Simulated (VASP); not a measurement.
Runs of VASP 6.6.1 on Si2Mo. The structure is that of space group Fd-3m (No. 227), or close to it. The cells are those of the table. 

| task | cell | k mesh | cutoff (eV) | gap on the mesh (eV) | pressure (GPa) |
| --- | --- | --- | --- | --- | --- |
| single point | a = 7.629 Å, angles 60.0°, 6 atoms | 4 × 4 × 4 | 520 | none | (a) |
| single point | a = 7.652 Å, angles 60.0°, 6 atoms | 6 × 6 × 6 | 520 | none | 0.1 |
| relaxation of cell and atoms | relaxed from a = 5.082 Å, angles 60.0°, 6 atoms | 4 × 4 × 4 | 600 | none | 0.0 |
| single point | a = 5.082 Å, angles 60.0°, 6 atoms | 4 × 4 × 4 | 520 | 2.67 | 300.2 |

Alike in all rows: level PBE; potentials or basis VASP PAW PBE potentials, release 64 (Si, Mo_sv); no spin polarisation; smearing gaussian 0.1 eV.

Question: Estimate the missing entries.

Answer: (a) 0.3.

Caveats: some runs use coarse meshes; atoms lie so close that the PAW spheres overlap strongly, which falsifies energies and pressures (at least some runs); the cell stands under pressure (at least some runs).

A k mesh can miss the band edges, and the runs leave out spin-orbit coupling on Mo.

A gap of «none» marks levels without a gap at the run's occupations.
